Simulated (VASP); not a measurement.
# C in VASP: a series of runs

The runs below take C through single point, with PBE.

All numbers are computed with VASP 6.6.1; they aren't measurements. Logs are shortened: lines on timing, memory, paths and dates and some standing lists are left out, and cuts for length are marked.

## Step 1: The cell of the first run

Symmetry: R-3m, No. 166, trigonal system. The conventional cell has a = 2.517 Å, b = 2.517 Å, c = 6.136 Å, α = 90.00°, β = 90.00°, γ = 120.00°. C (site symmetry 3m) has 4 C at 1.53 to 1.54 Å within 2.0 Å.

## Step 2: Single point, PBE (strain along [111] -0.5%)

File INCAR:

```
SYSTEM = C
PREC     = Accurate       ! precision mode
ENCUT    = 520            ! plane-wave cutoff, eV
EDIFF    = 1E-7           ! SCF threshold, eV
ISMEAR   = 0              ! smearing method
SIGMA    = 0.01           ! smearing width, eV
LREAL    = .FALSE.        ! projectors in reciprocal space
LASPH    = .TRUE.         ! aspherical terms in the spheres
NELM     = 100            ! most SCF steps
ALGO     = Normal         ! electronic algorithm
ISIF     = 2              ! what is computed and relaxed
LWAVE    = .FALSE.        ! write WAVECAR
LCHARG   = .TRUE.         ! write CHGCAR
GGA      = PE             ! functional
LELF     = .TRUE.         ! ELF
LVHAR    = .TRUE.       
NBANDS   = 11             ! bands
```

File KPOINTS:

```
Automatic mesh
0
G
  6 6 6
  0 0 0
```

File POSCAR:

```
C
1.0
   -0.0059337471      1.7741903940      1.7741903940
    1.7741903940     -0.0059337471      1.7741903940
    1.7741903940      1.7741903940     -0.0059337471
C
2
Direct
   -0.0000169120     -0.0000169120     -0.0000169120
    0.2500169120      0.2500169120      0.2500169120
```

Potentials or basis: VASP PAW PBE potentials, release 64 (C).

Command:

```sh
$ cat potpaw_PBE.64/C/POTCAR > POTCAR
$ mpirun -np 1 vasp_std > vasp.out
```

OUTCAR:

```text
SYSTEM = C
   PREC = Accurate
   ENCUT = 520
   EDIFF = 1E-7
   ISMEAR = 0
   LREAL = .FALSE.
   LASPH = .TRUE.
   NELM = 100
   ISIF = 2
   GGA = PE

 ion  position               nearest neighbor table
   1  1.000  1.000  1.000-   2 1.53   2 1.54   2 1.54   2 1.54
   2  0.250  0.250  0.250-   1 1.53   1 1.54   1 1.54   1 1.54

  LATTYP: Found a trigonal (rhomboedric) cell.
 ALAT       =     2.5090911338
 COS(alpha) =     0.4966527407

  Lattice vectors:

 A1 = (  -0.0059337471,   1.7741903940,   1.7741903940)
 A2 = (   1.7741903940,  -0.0059337471,   1.7741903940)
 A3 = (   1.7741903940,   1.7741903940,  -0.0059337471)

Analysis of symmetry for initial positions (statically):
=====================================================================
 Subroutine PRICEL returns:
 Original cell was already a primitive cell.

 Routine SETGRP: Setting up the symmetry group for a
 trigonal (rhombohedral) supercell.

 Subroutine GETGRP returns: Found 12 space group operations
 (whereof  6 operations were pure point group operations)
 out of a pool of 12 trial point group operations.

The static configuration has the point symmetry C_3v.
 The point group associated with its full space group is D_3d.

Analysis of symmetry for dynamics (positions and initial velocities):
=====================================================================
 Subroutine PRICEL returns:
 Original cell was already a primitive cell.

 Routine SETGRP: Setting up the symmetry group for a
 trigonal (rhombohedral) supercell.

 Subroutine GETGRP returns: Found 12 space group operations
 (whereof  6 operations were pure point group operations)
 out of a pool of 12 trial point group operations.

The dynamic configuration has the point symmetry C_3v.
 The point group associated with its full space group is D_3d.

 Subroutine INISYM returns: Found 12 space group operations
 (whereof  6 operations are pure point group operations),
 and found     1 'primitive' translations

----------------------------------------------------------------------------------------

                                     Primitive cell

  volume of cell :      11.2255

  direct lattice vectors                    reciprocal lattice vectors
    -0.005933747  1.774190394  1.774190394    -0.280408803  0.281349772  0.281349772
     1.774190394 -0.005933747  1.774190394     0.281349772 -0.280408803  0.281349772
     1.774190394  1.774190394 -0.005933747     0.281349772  0.281349772 -0.280408803

  length of vectors
     2.509091134  2.509091134  2.509091134     0.486769437  0.486769437  0.486769437

  position of ions in fractional coordinates (direct lattice)
     0.999983088  0.999983088  0.999983088
     0.250016912  0.250016912  0.250016912

  ion indices of the primitive-cell ions
   primitive index   ion index
                 1           1
                 2           2

----------------------------------------------------------------------------------------

 KPOINTS: Automatic mesh

Automatic generation of k-mesh.
 Grid dimensions read from file:
 generate k-points for:    6    6    6

 Generating k-lattice:

  Cartesian coordinates                     Fractional coordinates (reciprocal lattice)
    -0.046734800  0.046891629  0.046891629     0.166666667  0.000000000 -0.000000000
     0.046891629 -0.046734800  0.046891629     0.000000000  0.166666667 -0.000000000
     0.046891629  0.046891629 -0.046734800     0.000000000  0.000000000  0.166666667

  Length of vectors
     0.081128240  0.081128240  0.081128240

  Shift w.r.t. Gamma in fractional coordinates (k-lattice)
     0.000000000  0.000000000  0.000000000

 Subroutine IBZKPT returns following result:
 ===========================================

 Found     32 irreducible k-points:

 Following reciprocal coordinates:
            Coordinates               Weight
  0.000000  0.000000  0.000000      1.000000
  0.166667 -0.000000 -0.000000      6.000000
  0.333333 -0.000000 -0.000000      6.000000
  0.500000  0.000000  0.000000      3.000000
  0.166667  0.166667  0.000000      6.000000
  0.333333  0.166667 -0.000000     12.000000
[... 16 lines left out ...]
  0.500000  0.500000  0.166667      6.000000
 -0.333333  0.500000  0.166667     12.000000
 [... further k-points ...]
   k-points           NKPTS =     32   k-points in BZ     NKDIM =     32   number of bands    NBANDS=     11
   number of dos      NEDOS =    301   number of ions     NIONS =      2
   total plane-waves  NPLWV =   8000
   dimension x,y,z NGX =    20 NGY =   20 NGZ =   20
   dimension x,y,z NGXF=    40 NGYF=   40 NGZF=   40
   ions per type =               2
   NGX,Y,Z   is equivalent  to a cutoff of  13.25, 13.25, 13.25 a.u.
   NGXF,Y,Z  is equivalent  to a cutoff of  26.50, 26.50, 26.50 a.u.
 SYSTEM =  C
   PREC   = accura    normal or accurate (medium, high low for compatibility)
   ISTART =      0    job   : 0-new  1-cont  2-samecut
   ICHARG =      2    charge: 1-file 2-atom 10-const
   ISPIN  =      1    spin polarized calculation?
   LNONCOLLINEAR =      F non collinear calculations
   LSORBIT =      F    spin-orbit coupling
   LASPH  =      T    aspherical Exc in radial PAW
   ENCUT  =  520.0 eV  38.22 Ry    6.18 a.u.   4.67  4.67  4.67*2*pi/ulx,y,z
   NELM   =    100;   NELMIN=  2; NELMDL= -5     # of ELM steps
   EDIFF  = 0.1E-06   stopping-criterion for ELM
   LREAL  =      F    real-space projection
   EDIFFG = 0.1E-05   stopping-criterion for IOM
   NSW    =      0    number of steps for IOM
   IBRION =     -1    ionic relax: 0-MD 1-quasi-New 2-CG
   NFREE  =      0    steps in history (QN), initial steepest desc. (CG)
   ISIF   =      2    stress and relaxation
   ISYM   =      2    0-nonsym 1-usesym 2-fastsym
   POTIM  = 0.5000    time-step for ionic-motion
   TEBEG  =    0.0;   TEEND  =   0.0 temperature during run
   PSTRESS=    0.0 pullay stress
   NELECT =       8.0000    total number of electrons
   NUPDOWN=      -1.0000    fix difference up-down
   EMIN   =  10.00;   EMAX   =-10.00  energy-range for DOS
   EFERMI =   0.00;   METHOD = LEGACY
   ISMEAR =     0;   SIGMA  =   0.01  broadening in eV -4-tet -1-fermi 0-gaus
   EFERMI_NEDOS =   21; number of points for ismear=-14 and -15
   IALGO  =     38    algorithm
   IMIX   =      4    mixing-type and parameters
     AMIX     =   0.40;   BMIX     =  1.00
     AMIX_MAG =   1.60;   BMIX_MAG =  1.00
  volume/ion in A,a.u.               =       5.61        37.88
  Fermi-wavevector in a.u.,A,eV,Ry     =   1.462301  2.763349 29.093676  2.138325
  Thomas-Fermi vector in A             =   2.578531
   LORBIT       =      0    0 simple, 1 ext, 2 COOP (PROOUT), +10 PAW based schemes
   GGA     = PE    functional components
   LHFCALC =     F    Hartree Fock is set to
   AEXX    =    0.0000 exact exchange contribution
   IVDW    =     0    specifies the selected vdW correction
   LEPSILON=     F    determine dielectric tensor
   LRPA    =     F    only Hartree local field effects (RPA)
 non-spin polarized calculation
 Gauss-broadening in eV      SIGMA  =   0.01
  energy-cutoff  :      520.00
  volume of cell :       11.23
 maximum number of plane-waves:       310
 NGX is ok and might be reduce to    20
   NGX =  9   NGY =  9   NGZ =  9

 number of electron       7.9999999 magnetization

 Free energy of the ion-electron system (eV)
  ---------------------------------------------------
  ext. energy  EPLUGINS =         0.00000000
  ---------------------------------------------------
  free energy    TOTEN  =       -18.17137836 eV

  energy without entropy =      -18.17137836  energy(sigma->0) =      -18.17137836

 E-fermi :  10.0322     XC(G=0): -13.3021

 val. band max:        9.8899898174   @ k =   0.0000   0.0000   0.0000
 cond. band min:      14.0605484100   @ k =   0.3333   0.3333  -0.0000
 fundamental gap:      4.1705585926
 Fermi energy:        10.0322214678

 k-point     1 :       0.0000    0.0000    0.0000
  band No.  band energies     occupation
      1     -11.7344      2.00000
      2       9.8835      2.00000
      3       9.8835      2.00000
      4       9.8900      2.00000
      5      15.4541      0.00000
      6      15.4541      0.00000
      7      15.6011      0.00000
      8      23.4611      0.00000
      9      29.3136      0.00000
     10      36.5334      0.00000
     11      36.5334      0.00000

 k-point     2 :       0.1667   -0.0000   -0.0000
  band No.  band energies     occupation
      1     -10.9636      2.00000
      2       6.0824      2.00000
      3       8.8563      2.00000
      4       8.8618      2.00000
      5      16.8081      0.00000
      6      16.9225      0.00000
      7      17.3586      0.00000
      8      24.0629      0.00000
      9      30.3042      0.00000
     10      32.7492      0.00000
     11      32.8481      0.00000

 k-point     3 :       0.3333   -0.0000   -0.0000
  band No.  band energies     occupation
      1      -8.7024      2.00000
      2       0.4294      2.00000
      3       7.5540      2.00000
      4       7.5596      2.00000
      5      18.1644      0.00000
      6      18.2590      0.00000
      7      18.6219      0.00000
      8      25.2673      0.00000
      9      30.9887      0.00000
     10      33.1428      0.00000
     11      33.3122      0.00000
[... 267 lines left out ...]
 k-point    23 :       0.5000    0.5000    0.1667
  band No.  band energies     occupation
      1      -5.0536      2.00000
      2      -0.4054      2.00000
      3       2.1855      2.00000
      4       4.1537      2.00000
      5      15.1210      0.00000
      6      18.3398      0.00000
      7      24.8281      0.00000
      8      25.1792      0.00000
      9      31.3196      0.00000
     10      33.5316      0.00000
     11      39.0837      0.00000

 k-point    24 :      -0.3333    0.5000    0.1667
  band No.  band energies     occupation
      1      -2.4338      2.00000
      2      -2.3631      2.00000
      3       1.9756      2.00000
      4       2.0102      2.00000
      5      18.0811      0.00000
      6      18.2281      0.00000
      7      24.4583      0.00000
      8      24.6083      0.00000
      9      31.7203      0.00000
     10      31.7725      0.00000
     11      40.6755      0.00000

 [... further k-points ...]

------------------------ aborting loop because EDIFF is reached ----------------------------------------

  FORCE on cell =-STRESS in cart. coord.  units (eV):
  Direction    XX          YY          ZZ          XY          YZ          ZX
  --------------------------------------------------------------------------------------
  -------------------------------------------------------------------------------------
  Total        0.5106211      0.5106211      0.5106211      0.1364811      0.1364811      0.1364811
  in kB       72.8794960     72.8794960     72.8794960     19.4795659     19.4795659     19.4795659
  external PRESSURE =      72.8794960 kB  Pullay stress =       0.0000000 kB

 VOLUME and BASIS-vectors are now :
 -----------------------------------------------------------------------------
  energy-cutoff  :      520.00
  volume of cell :       11.23
      direct lattice vectors                 reciprocal lattice vectors
    -0.005933747  1.774190394  1.774190394    -0.280408803  0.281349772  0.281349772
     1.774190394 -0.005933747  1.774190394     0.281349772 -0.280408803  0.281349772
     1.774190394  1.774190394 -0.005933747     0.281349772  0.281349772 -0.280408803

 POSITION                                       TOTAL-FORCE (eV/Angst)
 -----------------------------------------------------------------------------------
      3.54239      3.54239      3.54239        -0.008666     -0.008666     -0.008666
      0.88567      0.88567      0.88567         0.008666      0.008666      0.008666
 -----------------------------------------------------------------------------------
    total drift:                                0.000000      0.000000      0.000000

  FREE ENERGIE OF THE ION-ELECTRON SYSTEM (eV)
  ---------------------------------------------------
  free  energy   TOTEN  =       -18.1713783618 eV

  energy  without entropy=      -18.1713783618  energy(sigma->0) =      -18.17137836
```

Wall time 4.6 s (1 thread of AMD EPYC 7R13 (Zen 3), shared host); peak memory 0.08 GiB.

What came out:

```
Free energy            : -18.1714 eV
Pressure               : 7.3 GPa
Largest force          : 0.015 eV/Å
Band gap on the k mesh : 4.17 eV, indirect (least direct gap 5.56 eV)
```

Forces on the atoms (eV/Å):
```
C   -0.009 -0.009 -0.009
C    0.009  0.009  0.009
```

Caveat: the k points lie up to 0.51 Å⁻¹ apart; the cell differs from its parent crystal (strain along [111] -0.5%). A k mesh can miss the band edges.

(Part 1 of 2 ends here.)
